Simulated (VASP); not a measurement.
# In2GeS2 (P-3m1) in VASP: notebook, part 2 of 2

VASP 6.6.1. The steps go on from the part before.

## Step 3: Single point, PBE

This run uses another cell than the first one, of the same volume but with other edges.

Contents of INCAR:

```
PREC = Accurate
ENCUT = 520
EDIFF = 1E-6
ISMEAR = 0
SIGMA = 0.1
LREAL = F
LASPH = T
NELM = 60
ALGO = Normal
ISIF = 2
LWAVE = F
LCHARG = F
GGA = PE
NBANDS = 34
```

Contents of KPOINTS:

```
Automatic mesh
0
Gamma
  6 6 2
```

Contents of POSCAR:

```
In2GeS2
1.0
    3.7964327727      0.0000000000      0.0000000000
   -1.8982163864      3.2878072250      0.0000000000
    0.0000000000      0.0000000000     10.1769205520
In Ge S
2 1 2
Direct
    0.3333333333      0.6666666667      0.2885449645
    0.6666666667      0.3333333333      0.7114550355
    0.0000000000      0.0000000000      0.5000000000
    0.3333333333      0.6666666667      0.8377767989
    0.6666666667      0.3333333333      0.1622232011
```

Potentials or basis: VASP PAW PBE potentials, release 64 (In_d, Ge_d, S).

On the command line:

```sh
cat potpaw_PBE.64/In_d/POTCAR potpaw_PBE.64/Ge_d/POTCAR potpaw_PBE.64/S/POTCAR > POTCAR
mpirun -np 1 vasp_std > vasp.out
```

OUTCAR:

```text
PREC = Accurate
   ENCUT = 520
   EDIFF = 1E-6
   ISMEAR = 0
   LREAL = F
   LASPH = T
   NELM = 60
   ISIF = 2
   GGA = PE

 ion  position               nearest neighbor table
   1  0.333  0.667  0.289-   5 2.54   5 2.54   5 2.54   3 3.07   3 3.07   3 3.07
   2  0.667  0.333  0.711-   4 2.54   4 2.54   4 2.54   3 3.07   3 3.07   3 3.07
   3  0.000  0.000  0.500-   1 3.07   2 3.07   2 3.07   1 3.07   2 3.07   1 3.07
   4  0.333  0.667  0.838-   2 2.54   2 2.54   2 2.54
   5  0.667  0.333  0.162-   1 2.54   1 2.54   1 2.54

[... 708 lines left out ...]
  --------------------------------------------------------------------------------------
  -------------------------------------------------------------------------------------
  Total        0.0191775      0.0191775      0.0092340     -0.0000000     -0.0000000     -0.0000000
  in kB        0.2418820      0.2418820      0.1164662     -0.0000000     -0.0000000     -0.0000000
  external PRESSURE =       0.2000767 kB  Pullay stress =       0.0000000 kB

 VOLUME and BASIS-vectors are now :
 -----------------------------------------------------------------------------
  energy-cutoff  :      520.00
  volume of cell :      127.03
      direct lattice vectors                 reciprocal lattice vectors
     3.796432773  0.000000000  0.000000000     0.263405165  0.152077043  0.000000000
    -1.898216386  3.287807225  0.000000000     0.000000000  0.304154086  0.000000000
     0.000000000  0.000000000 10.176920552     0.000000000  0.000000000  0.098261551

 POSITION                                       TOTAL-FORCE (eV/Angst)
 -----------------------------------------------------------------------------------
     -0.00000      2.19187      2.93650        -0.000000     -0.000000      0.015265
      1.89822      1.09594      7.24042         0.000000      0.000000     -0.015265
      0.00000      0.00000      5.08846        -0.000000      0.000000      0.000000
     -0.00000      2.19187      8.52599        -0.000000      0.000000     -0.003934
      1.89822      1.09594      1.65093         0.000000     -0.000000      0.003934
 -----------------------------------------------------------------------------------
    total drift:                                0.000000     -0.000000     -0.000000

  FREE ENERGIE OF THE ION-ELECTRON SYSTEM (eV)
  ---------------------------------------------------
  free  energy   TOTEN  =       -18.7399300911 eV

  energy  without entropy=      -18.7187698993  energy(sigma->0) =      -18.72935000
```

stdout:

```text
POSCAR found type information on POSCAR InGeS
 POSCAR found :  3 types and       5 ions
 scaLAPACK will be used
 LDA part: xc-table for (Slater+PW92), standard interpolation
 POSCAR, INCAR and KPOINTS ok, starting setup
 FFT: planning ... GRIDC
 FFT: planning ... GRID_SOFT
 FFT: planning ... GRID
 WAVECAR not read
 entering main loop
```

Wall time 1.9 min (1 thread of Intel Xeon 8259CL, shared host); peak memory 0.27 GiB.

What came out:

* Free energy: -18.7399 eV
* Pressure: 0.0 GPa
* Largest force: 0.015 eV/Å
* Band gap on the k mesh: zero (bands 26 and 27 overlap by 1.99 eV)

Forces in eV/Å, atoms in the order of the input:
```
In   0.000  0.000  0.015
In   0.000  0.000 -0.015
Ge   0.000  0.000  0.000
S    0.000  0.000 -0.004
S    0.000  0.000  0.004
```

Levels at points of the mesh, in eV from the Fermi level:
| k point | band 23 | band 24 | band 25 | band 26 | band 27 | band 28 | band 29 | band 30 |
| --- | --- | --- | --- | --- | --- | --- | --- | --- |
| (0.00, 0.00, 0.00) | -1.04 | -1.04 | -0.59 | 1.02 | 2.56 | 2.56 | 2.98 | 4.38 |
| (0.50, 0.00, 0.00) | -2.22 | -2.09 | -2.00 | -0.43 | -0.11 | 1.23 | 2.71 | 3.80 |
| (0.00, 0.00, 0.50) | -1.12 | -1.04 | -1.04 | 1.85 | 2.56 | 2.56 | 2.80 | 4.21 |
| (0.50, 0.00, 0.50) | -2.27 | -2.13 | -2.10 | -0.06 | 0.24 | 1.26 | 2.38 | 3.37 |

Caveat: spin-orbit coupling is left out, which moves the levels of the heavy elements; this functional lacks dispersion, which binds the layers, so the pressure and a relaxed spacing across them are unreliable.

## Step 4: Relaxation of cell and atoms, PBE

Contents of INCAR:

```
  PREC = Accurate
  ENCUT = 600
  EDIFF = 1E-6
  ISMEAR = 0
  SIGMA = 0.1
  LREAL = False
  LASPH = True
  NELM = 60
  ALGO = Normal
  ISIF = 3
  LWAVE = False
  LCHARG = False
  GGA = PE
  IBRION = 2
  NSW = 90
  EDIFFG = -0.04
```

Contents of KPOINTS:

```
regular mesh
0
Gamma
  6 6 2
```

Contents of POSCAR:

```
In2GeS2
1.0
    3.9187165600      0.0000000000      0.0000000000
   -1.9593582800      3.3937080900      0.0000000000
    0.0000000000      0.0000000000      9.5683238000
In Ge S
2 1 2
Direct
    0.3333333300      0.6666666700      0.3453400100
    0.6666666700      0.3333333300      0.6546599900
    0.0000000000      0.0000000000      0.5000000000
    0.3333333300      0.6666666700      0.8444100000
    0.6666666700      0.3333333300      0.1555900000
```

On the command line:

```sh
cat potpaw_PBE.64/In_d/POTCAR potpaw_PBE.64/Ge_d/POTCAR potpaw_PBE.64/S/POTCAR > POTCAR
mpirun -np 1 vasp_std > vasp.out
```

Run time: 18 min. Hardware: 1 thread of Intel Xeon 8259CL, shared host; peak memory 0.33 GiB.

The run converged. Its results:

```
Free energy                           : -18.7401 eV
Relaxed volume                        : 25.98 Å³/atom
Relaxed cell                          : a = 3.804 Å, b = 3.804 Å, c = 10.366 Å, α = 90.00°, β = 90.00°, γ = 120.00°
Space group after relaxing (to 0.1 Å) : P-3m1 (No. 164)
Energy gained by relaxing             : 453.6 meV/atom
Ionic steps                           : 13
Pressure after relaxing               : -0.1 GPa
Largest force after relaxing          : 0.036 eV/Å
Band gap on the k mesh                : zero (bands 26 and 27 overlap by 1.84 eV)
```

Forces in eV/Å, atoms in the order of the input:
```
In   0.000  0.000  0.036
In   0.000  0.000 -0.036
Ge   0.000  0.000  0.000
S    0.000  0.000  0.019
S    0.000  0.000 -0.019
```

Stress tensor (GPa, compression positive):
```
-0.14  0.00  0.00
 0.00 -0.14  0.00
 0.00  0.00 -0.02
```

The path:
| step | energy change (eV) | largest force (eV/Å) | pressure (GPa) | volume (Å³) |
| --- | --- | --- | --- | --- |
| 1 | 0.0000 | 3.5036 | -1.46 | 127.25 |
| 2 | -1.3758 | 2.3423 | -0.12 | 122.96 |
| 3 | -1.8099 | 0.7692 | 3.23 | 119.18 |
| 4 | -2.0208 | 0.3249 | -0.58 | 128.35 |
| 5 | -2.0332 | 0.2065 | -1.57 | 131.67 |
| 6 | -2.1452 | 0.3154 | -0.19 | 129.88 |
| 7 | -2.1891 | 0.6899 | 1.61 | 127.74 |
| 8 | -2.2405 | 0.4785 | 0.91 | 129.70 |
| 9 | -2.2431 | 0.4565 | 0.71 | 130.27 |
| 10 | -2.2604 | 0.1914 | -0.30 | 131.45 |
| 11 | -2.2610 | 0.1288 | -0.53 | 131.74 |
| 12 | -2.2655 | 0.0813 | -0.30 | 130.77 |
| 13 | -2.2678 | 0.0356 | -0.10 | 129.88 |

Final structure:
```
In Ge S
1.0
     3.80360    0.00000    0.00000
    -1.90180    3.29402    0.00000
     0.00000    0.00000   10.36617
In Ge S
2 1 2
Direct
  0.33333 0.66667 0.29199
  0.66667 0.33333 0.70801
  0.00000 0.00000 0.50000
  0.33333 0.66667 0.83139
  0.66667 0.33333 0.16861
```

Levels at points of the mesh, in eV from the Fermi level:
```
           k point  band 22  band 23  band 24  band 25  band 26  band 27  band 28  band 29  band 30  band 31
(0.00, 0.00, 0.00)    -1.13    -1.08    -1.08    -0.67     1.02     2.54     2.54     2.92     4.33     5.47
(0.50, 0.00, 0.00)    -2.52    -2.22    -2.10    -2.04    -0.39    -0.08     1.23     2.66     3.75     4.85
(0.00, 0.00, 0.50)    -1.13    -1.13    -1.08    -1.08     1.74     2.54     2.54     2.75     4.21     5.41
(0.50, 0.00, 0.50)    -2.84    -2.23    -2.14    -2.13    -0.10     0.20     1.25     2.38     3.38     4.89
```

Caveat: spin-orbit coupling is left out, which moves the levels of the heavy elements; this functional lacks dispersion, which binds the layers, so the pressure and a relaxed spacing across them are unreliable.

## Step 5: Single point, PBE

This run uses another cell than the first one, of 26.40 Å³/atom.

Contents of INCAR:

```
SYSTEM = In2GeS2
ALGO     = Normal         ! electronic algorithm
EDIFF    = 1E-6           ! SCF threshold, eV
ENCUT    = 520            ! plane-wave cutoff, eV
GGA      = PE             ! functional
ISIF     = 2              ! what is computed and relaxed
ISMEAR   = 0              ! smearing method
LASPH    = .TRUE.         ! aspherical terms in the spheres
LCHARG   = .FALSE.        ! write CHGCAR
LREAL    = .FALSE.        ! projectors in reciprocal space
LWAVE    = .FALSE.        ! write WAVECAR
NBANDS   = 34             ! bands
NELM     = 60             ! most SCF steps
PREC     = Accurate       ! precision mode
SIGMA    = 0.1            ! smearing width, eV
```

Contents of KPOINTS:

```
k-points
0
G
  12 12 4
  0 0 0
```

Contents of POSCAR:

```
In2GeS2
1.0
    3.8067729262      0.0000000000      0.0000000000
   -1.9033864631      3.2967620605      0.0000000000
    0.0000000000      0.0000000000     10.5184339294
In Ge S
2 1 2
Direct
    0.3333333333      0.6666666667      0.2974680036
    0.6666666667      0.3333333333      0.7025319964
    0.0000000000      0.0000000000      0.5000000000
    0.3333333333      0.6666666667      0.8244887011
    0.6666666667      0.3333333333      0.1755112989
```

On the command line:

```sh
cat potpaw_PBE.64/In_d/POTCAR potpaw_PBE.64/Ge_d/POTCAR potpaw_PBE.64/S/POTCAR > POTCAR
mpirun -np 1 vasp_std > vasp.out
```

It took 7.6 min on 1 thread of Intel Xeon 8259CL, shared host; peak memory 0.43 GiB.

Results (log left out):

- Free energy: -18.7527 eV
- Pressure: -0.1 GPa
- Largest force: 0.006 eV/Å
- Band gap on the k mesh: zero (bands 26 and 27 overlap by 1.85 eV)

Forces on the atoms (eV/Å):
```
In   0.000  0.000 -0.006
In   0.000  0.000  0.006
Ge   0.000  0.000  0.000
S    0.000  0.000 -0.005
S    0.000  0.000  0.005
```

Levels at points of the mesh, in eV from the Fermi level:
| k point | band 23 | band 24 | band 25 | band 26 | band 27 | band 28 | band 29 | band 30 |
| --- | --- | --- | --- | --- | --- | --- | --- | --- |
| (0.00, 0.00, 0.00) | -1.04 | -1.04 | -0.67 | 1.14 | 2.55 | 2.55 | 2.97 | 4.37 |
| (0.50, 0.00, 0.00) | -2.16 | -2.06 | -2.01 | -0.31 | 0.01 | 1.25 | 2.71 | 3.80 |
| (0.00, 0.00, 0.50) | -1.07 | -1.04 | -1.04 | 1.75 | 2.55 | 2.55 | 2.82 | 4.29 |
| (0.50, 0.00, 0.50) | -2.16 | -2.11 | -2.07 | -0.07 | 0.22 | 1.27 | 2.49 | 3.49 |

Caveat: spin-orbit coupling is left out, which moves the levels of the heavy elements; this functional lacks dispersion, which binds the layers, so the pressure and a relaxed spacing across them are unreliable.

## Step 6: The runs side by side

| task | cell | k mesh | cutoff (eV) | gap on the mesh (eV) | pressure (GPa) | largest force (eV/Å) |
| --- | --- | --- | --- | --- | --- | --- |
| single point | a = 3.919, b = 3.919, c = 9.568 Å, angles 90.0, 90.0, 120.0°, 5 atoms, atomic positions A | 6 × 6 × 2 | 520 | none | -1.5 | 3.50 |
| single point | a = 3.796, b = 3.796, c = 10.177 Å, angles 90.0, 90.0, 120.0°, 5 atoms, atomic positions B | 6 × 6 × 2 | 520 | none | 0.0 | 0.02 |
| relaxation of cell and atoms | relaxed from a = 3.919, b = 3.919, c = 9.568 Å, angles 90.0, 90.0, 120.0°, 5 atoms, atomic positions A | 6 × 6 × 2 | 600 | none | -0.1 | 0.04 |
| single point | a = 3.807, b = 3.807, c = 10.518 Å, angles 90.0, 90.0, 120.0°, 5 atoms, atomic positions C | 12 × 12 × 4 | 520 | none | -0.1 | 0.01 |

Alike in all rows: level PBE; potentials or basis VASP PAW PBE potentials, release 64 (In_d, Ge_d, S); no spin polarisation; smearing gaussian 0.1 eV.

Caveats: spin-orbit coupling is left out, which moves the levels of the heavy elements; this functional lacks dispersion, which binds the layers, so the pressure and a relaxed spacing across them are unreliable; forces of over 1 eV/Å act on the atoms, so gaps and moduli don't describe the material at rest (at least some runs).

Absolute energies hang on the potentials; compare differences alone.
